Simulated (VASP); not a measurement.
# Ba (Fm-3m) in VASP: a series of runs, part 2 of 2

VASP 6.6.1. The steps go on from the part before.

### 4 Single point, RPBE (volume scaled by 0.92)

File INCAR:

```
PREC = Accurate ; ENCUT = 520
EDIFF = 1E-6 ; ISMEAR = -1
SIGMA = 0.1 ; LREAL = False
LASPH = True ; NELM = 100
ALGO = Normal ; ISIF = 2
LWAVE = False ; LCHARG = False
GGA = RP ; NBANDS = 11
```

File KPOINTS:

```
regular mesh
0
Gamma
  10 10 10
```

File POSCAR:

```
Ba
1.0
    0.0000000000      3.1707449670      3.1707449670
    3.1707449670      0.0000000000      3.1707449670
    3.1707449670      3.1707449670      0.0000000000
Ba
1
Direct
    0.0000000000      0.0000000000      0.0000000000
```

Potentials or basis: VASP PAW PBE potentials, release 64 (Ba_sv).

Command:

```
cat potpaw_PBE.64/Ba_sv/POTCAR > POTCAR
mpirun -np 1 vasp_std > vasp.out
```

OUTCAR:

```text
PREC = Accurate
   ENCUT = 520
   EDIFF = 1E-6
   ISMEAR = -1
   LREAL = False
   LASPH = True
   NELM = 100
   ISIF = 2
   GGA = RP

 ion  position               nearest neighbor table
   1  0.000  0.000  0.000-

  LATTYP: Found a face centered cubic cell.
 ALAT       =     6.3414899340

  Lattice vectors:

 A1 = (   0.0000000000,   3.1707449670,   3.1707449670)
 A2 = (   3.1707449670,   0.0000000000,   3.1707449670)
 A3 = (   3.1707449670,   3.1707449670,   0.0000000000)

Analysis of symmetry for initial positions (statically):
=====================================================================
 Subroutine PRICEL returns:
 Original cell was already a primitive cell.

 Routine SETGRP: Setting up the symmetry group for a
 face centered cubic supercell.

 Subroutine GETGRP returns: Found 48 space group operations
 (whereof 48 operations were pure point group operations)
 out of a pool of 48 trial point group operations.

The static configuration has the point symmetry O_h .

Analysis of symmetry for dynamics (positions and initial velocities):
=====================================================================
 Subroutine PRICEL returns:
 Original cell was already a primitive cell.

 Routine SETGRP: Setting up the symmetry group for a
 face centered cubic supercell.

 Subroutine GETGRP returns: Found 48 space group operations
 (whereof 48 operations were pure point group operations)
 out of a pool of 48 trial point group operations.

The dynamic configuration has the point symmetry O_h .

 Subroutine INISYM returns: Found 48 space group operations
 (whereof 48 operations are pure point group operations),
 and found     1 'primitive' translations

----------------------------------------------------------------------------------------

                                     Primitive cell

  volume of cell :      63.7550

  direct lattice vectors                    reciprocal lattice vectors
     0.000000000  3.170744967  3.170744967    -0.157691648  0.157691648  0.157691648
     3.170744967  0.000000000  3.170744967     0.157691648 -0.157691648  0.157691648
     3.170744967  3.170744967  0.000000000     0.157691648  0.157691648 -0.157691648

  length of vectors
     4.484110535  4.484110535  4.484110535     0.273129947  0.273129947  0.273129947

  position of ions in fractional coordinates (direct lattice)
     0.000000000  0.000000000  0.000000000

  ion indices of the primitive-cell ions
   primitive index   ion index
                 1           1

----------------------------------------------------------------------------------------

 KPOINTS: regular mesh

Automatic generation of k-mesh.
 Grid dimensions read from file:
 generate k-points for:   10   10   10

 Generating k-lattice:

  Cartesian coordinates                     Fractional coordinates (reciprocal lattice)
    -0.015769165  0.015769165  0.015769165     0.100000000  0.000000000  0.000000000
     0.015769165 -0.015769165  0.015769165     0.000000000  0.100000000  0.000000000
     0.015769165  0.015769165 -0.015769165     0.000000000  0.000000000  0.100000000

  Length of vectors
     0.027312995  0.027312995  0.027312995

  Shift w.r.t. Gamma in fractional coordinates (k-lattice)
     0.000000000  0.000000000  0.000000000

 Subroutine IBZKPT returns following result:
 ===========================================

 Found     47 irreducible k-points:

 Following reciprocal coordinates:
            Coordinates               Weight
  0.000000  0.000000  0.000000      1.000000
  0.100000  0.000000  0.000000      8.000000
  0.200000  0.000000  0.000000      8.000000
  0.300000  0.000000  0.000000      8.000000
  0.400000  0.000000  0.000000      8.000000
  0.500000  0.000000  0.000000      4.000000
[... 16 lines left out ...]
  0.300000  0.300000  0.000000      6.000000
  0.400000  0.300000  0.000000     24.000000
 [... further k-points ...]
   k-points           NKPTS =     47   k-points in BZ     NKDIM =     47   number of bands    NBANDS=     11
   number of dos      NEDOS =    301   number of ions     NIONS =      1
   total plane-waves  NPLWV =  46656
   dimension x,y,z NGX =    36 NGY =   36 NGZ =   36
   dimension x,y,z NGXF=    72 NGYF=   72 NGZF=   72
   ions per type =               1
   NGX,Y,Z   is equivalent  to a cutoff of  13.35, 13.35, 13.35 a.u.
   NGXF,Y,Z  is equivalent  to a cutoff of  26.69, 26.69, 26.69 a.u.
 SYSTEM =  unknown system
   PREC   = accura    normal or accurate (medium, high low for compatibility)
   ISTART =      0    job   : 0-new  1-cont  2-samecut
   ICHARG =      2    charge: 1-file 2-atom 10-const
   ISPIN  =      1    spin polarized calculation?
   LNONCOLLINEAR =      F non collinear calculations
   LSORBIT =      F    spin-orbit coupling
   LASPH  =      T    aspherical Exc in radial PAW
   ENCUT  =  520.0 eV  38.22 Ry    6.18 a.u.   8.34  8.34  8.34*2*pi/ulx,y,z
   NELM   =    100;   NELMIN=  2; NELMDL= -5     # of ELM steps
   EDIFF  = 0.1E-05   stopping-criterion for ELM
   LREAL  =      F    real-space projection
   EDIFFG = 0.1E-04   stopping-criterion for IOM
   NSW    =      0    number of steps for IOM
   IBRION =     -1    ionic relax: 0-MD 1-quasi-New 2-CG
   NFREE  =      0    steps in history (QN), initial steepest desc. (CG)
   ISIF   =      2    stress and relaxation
   ISYM   =      2    0-nonsym 1-usesym 2-fastsym
   POTIM  = 0.5000    time-step for ionic-motion
   TEBEG  =    0.0;   TEEND  =   0.0 temperature during run
   PSTRESS=    0.0 pullay stress
   NELECT =      10.0000    total number of electrons
   NUPDOWN=      -1.0000    fix difference up-down
   EMIN   =  10.00;   EMAX   =-10.00  energy-range for DOS
   EFERMI =   0.00;   METHOD = LEGACY
   ISMEAR =    -1;   SIGMA  =   0.10  broadening in eV -4-tet -1-fermi 0-gaus
   EFERMI_NEDOS =   21; number of points for ismear=-14 and -15
   IALGO  =     38    algorithm
   IMIX   =      4    mixing-type and parameters
     AMIX     =   0.40;   BMIX     =  1.00
     AMIX_MAG =   1.60;   BMIX_MAG =  1.00
  volume/ion in A,a.u.               =      63.75       430.24
  Fermi-wavevector in a.u.,A,eV,Ry     =   0.882884  1.668408 10.605520  0.779484
  Thomas-Fermi vector in A             =   2.003575
   LORBIT       =      0    0 simple, 1 ext, 2 COOP (PROOUT), +10 PAW based schemes
   GGA     = RP    functional components
   LHFCALC =     F    Hartree Fock is set to
   AEXX    =    0.0000 exact exchange contribution
   IVDW    =     0    specifies the selected vdW correction
   LEPSILON=     F    determine dielectric tensor
   LRPA    =     F    only Hartree local field effects (RPA)
 non-spin polarized calculation
  energy-cutoff  :      520.00
  volume of cell :       63.75
 maximum number of plane-waves:      1759
 NGX is ok and might be reduce to    36
   NGX = 17   NGY = 17   NGZ = 17

 number of electron      10.0000000 magnetization

 Free energy of the ion-electron system (eV)
  ---------------------------------------------------
  ext. energy  EPLUGINS =         0.00000000
  ---------------------------------------------------
  free energy    TOTEN  =        -1.68443350 eV

  energy without entropy =       -1.62659260  energy(sigma->0) =       -1.65551305

 E-fermi :   1.7600     XC(G=0):  -7.2590

 val. band max:        1.7527295546   @ k =  -0.4000   0.5000   0.1000
 cond. band min:       1.8487172593   @ k =  -0.4000   0.4000   0.0000
 fundamental gap:      0.0959877047
 Fermi energy:         1.7600331396

 k-point     1 :       0.0000    0.0000    0.0000
  band No.  band energies     occupation
      1     -27.1983      2.00000
      2     -12.1740      2.00000
      3     -12.1740      2.00000
      4     -12.1740      2.00000
      5      -1.0157      2.00000
      6       3.5403      0.00000
      7       3.5403      0.00000
      8       3.5403      0.00000
      9       5.0789      0.00000
     10       5.0789      0.00000
     11       7.7021      0.00000
[... 309 lines left out ...]
 k-point    24 :       0.4000    0.3000    0.0000
  band No.  band energies     occupation
      1     -27.1581      2.00000
      2     -12.5073      2.00000
      3     -12.3084      2.00000
      4     -12.2942      2.00000
      5       0.9258      1.99952
      6       1.9333      0.30044
      7       3.0670      0.00000
      8       4.9085      0.00000
      9       5.3923      0.00000
     10       6.1569      0.00000
     11       8.5729      0.00000

 [... further k-points ...]

------------------------ aborting loop because EDIFF is reached ----------------------------------------

  FORCE on cell =-STRESS in cart. coord.  units (eV):
  Direction    XX          YY          ZZ          XY          YZ          ZX
  --------------------------------------------------------------------------------------
  -------------------------------------------------------------------------------------
  Total        0.3225059      0.3225059      0.3225059      0.0000000      0.0000000     -0.0000000
  in kB        8.1046515      8.1046515      8.1046515      0.0000000      0.0000000     -0.0000000
  external PRESSURE =       8.1046515 kB  Pullay stress =       0.0000000 kB

 VOLUME and BASIS-vectors are now :
 -----------------------------------------------------------------------------
  energy-cutoff  :      520.00
  volume of cell :       63.75
      direct lattice vectors                 reciprocal lattice vectors
     0.000000000  3.170744967  3.170744967    -0.157691648  0.157691648  0.157691648
     3.170744967  0.000000000  3.170744967     0.157691648 -0.157691648  0.157691648
     3.170744967  3.170744967  0.000000000     0.157691648  0.157691648 -0.157691648

 POSITION                                       TOTAL-FORCE (eV/Angst)
 -----------------------------------------------------------------------------------
      0.00000      0.00000      0.00000        -0.000000      0.000000     -0.000000
 -----------------------------------------------------------------------------------
    total drift:                               -0.000000      0.000000      0.000000

  FREE ENERGIE OF THE ION-ELECTRON SYSTEM (eV)
  ---------------------------------------------------
  free  energy   TOTEN  =        -1.6844334996 eV

  energy  without entropy=       -1.6265925995  energy(sigma->0) =       -1.65551305
```

OSZICAR:

```text
N       E                     dE             d eps       ncg     rms          rms(c)
DAV:   1     0.538874613768E+02    0.53887E+02   -0.41152E+03  1034   0.741E+02
DAV:   2     0.866539342065E+00   -0.53021E+02   -0.51986E+02  1251   0.134E+02
DAV:   3    -0.158370844515E+01   -0.24502E+01   -0.24198E+01  1309   0.306E+01
DAV:   4    -0.168127030216E+01   -0.97562E-01   -0.97236E-01  1357   0.542E+00
DAV:   5    -0.168387763018E+01   -0.26073E-02   -0.26068E-02  1350   0.727E-01    0.161E+00
DAV:   6    -0.168372809153E+01    0.14954E-03   -0.38346E-03  1246   0.594E-01    0.963E-01
DAV:   7    -0.168429559619E+01   -0.56750E-03   -0.74400E-03  1151   0.100E+00    0.484E-02
DAV:   8    -0.168442764974E+01   -0.13205E-03   -0.30536E-04  1432   0.148E-01    0.325E-02
DAV:   9    -0.168443286231E+01   -0.52126E-05   -0.69650E-06  1370   0.215E-02    0.578E-03
DAV:  10    -0.168443349964E+01   -0.63733E-06   -0.56166E-06  1211   0.184E-02
   1 F= -.16844335E+01 E0= -.16555130E+01  d E =-.578409E-01
```

It took 21 s on 1 thread of Intel Xeon Platinum 8375C at 2.90GHz (Ice Lake), shared host; peak memory 0.21 GiB.

What came out:

- Free energy: -1.6844 eV
- Pressure: 0.8 GPa
- Band gap on the k mesh: zero (band 5 reaches 1.75 eV, above the bottom of band 6 at 1.61 eV)

Caveat: the PAW data sets were made with another functional, which shifts forces and pressure a little; spin-orbit coupling is left out, which moves the levels of the heavy elements.

### 5 Single point, RPBE (volume scaled by 0.96)

File INCAR:

```
ALGO     = Normal         # electronic algorithm
EDIFF    = 1E-6           # SCF threshold, eV
ENCUT    = 520            # plane-wave cutoff, eV
GGA      = RP             # functional
ISIF     = 2              # what is computed and relaxed
ISMEAR   = -1             # smearing method
LASPH    = True           # aspherical terms in the spheres
LCHARG   = False          # write CHGCAR
LREAL    = False          # projectors in reciprocal space
LWAVE    = False          # write WAVECAR
NBANDS   = 11             # bands
NELM     = 60             # most SCF steps
PREC     = Accurate       # precision mode
SIGMA    = 0.1            # smearing width, eV
```

File KPOINTS:

```
k-points
0
Gamma
  10 10 10
```

File POSCAR:

```
Ba
1.0
    0.0000000000      3.2160474442      3.2160474442
    3.2160474442      0.0000000000      3.2160474442
    3.2160474442      3.2160474442      0.0000000000
Ba
1
Direct
    0.0000000000      0.0000000000      0.0000000000
```

Command:

```
cat potpaw_PBE.64/Ba_sv/POTCAR > POTCAR
mpirun -np 1 vasp_std > vasp.out
```

Run time: 20 s. Hardware: 1 thread of Intel Xeon Platinum 8375C at 2.90GHz (Ice Lake), shared host; peak memory 0.21 GiB.

Results (log left out):

```
Free energy            : -1.6951 eV
Pressure               : 0.4 GPa
Band gap on the k mesh : zero (band 5 reaches 1.62 eV, above the bottom of band 6 at 1.51 eV)
```

Levels at points of the mesh, in eV from the Fermi level:
```tsv
k point	band 1	band 2	band 3	band 4	band 5	band 6	band 7	band 8	band 9	band 10
(0.00, 0.00, 0.00)	-29.04	-14.03	-14.03	-14.03	-2.75	1.74	1.74	1.74	3.20	3.20
(0.50, 0.00, 0.00)	-29.00	-14.41	-14.08	-14.08	-0.92	0.87	1.59	1.59	4.30	4.30
(0.50, 0.50, 0.00)	-28.99	-14.39	-14.17	-14.17	-0.76	-0.12	1.84	4.32	4.64	4.64
```

Caveat: the PAW data sets were made with another functional, which shifts forces and pressure a little; spin-orbit coupling is left out, which moves the levels of the heavy elements.

### 6 Summary

| cell | k mesh | gap on the mesh (eV) | pressure (GPa) |
| --- | --- | --- | --- |
| a = 4.610 Å, angles 60.0°, 1 atom | 9 × 9 × 9 | none | 0.1 |
| a = 4.418 Å, angles 60.0°, 1 atom | 10 × 10 × 10 | none | 1.3 |
| a = 4.484 Å, angles 60.0°, 1 atom | 10 × 10 × 10 | none | 0.8 |
| a = 4.548 Å, angles 60.0°, 1 atom | 10 × 10 × 10 | none | 0.4 |

Alike in all rows: task single point; level RPBE; potentials or basis VASP PAW PBE potentials, release 64 (Ba_sv); no spin polarisation; cutoff (eV) 520; smearing fermi-dirac 0.1 eV.

Caveats: the PAW data sets were made with another functional, which shifts forces and pressure a little; spin-orbit coupling is left out, which moves the levels of the heavy elements.

Total energies depend on the potentials used, so only differences within one code and one set of settings carry meaning.
